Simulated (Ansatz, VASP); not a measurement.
**Pb in VASP and in Ansatz**

```
CELL_PARAMETERS angstrom
0.00000 2.47502 2.47502
2.47502 0.00000 2.47502
2.47502 2.47502 0.00000
ATOMIC_POSITIONS crystal
Pb 0.00000 0.00000 0.00000
```

Alike in both runs: task single point; functional HSE06; k mesh 6 × 6 × 6; occupations fermi-dirac, width 0.05 eV; no spin polarisation.

```csv
,VASP,Ansatz
version,VASP 6.6.1,Ansatz 0.2.0
potentials or method,"VASP PAW PBE potentials, release 64 (Pb_d)",Ansatz PAW
plane-wave cutoff (eV),520,420
valence electrons in the cell,14,14
```

|  | VASP | Ansatz | Ansatz less VASP |
| --- | --- | --- | --- |
| gap on the k mesh at the Fermi level (eV) | none | none | - |
| pressure (GPa) | 2.0 | 2.0 | +0.04 |

A gap of «none» marks a metal or a gap that the smearing closes.

The k mesh is coarse, so the values compare programs but aren't converged. Neither program's run includes spin-orbit coupling.
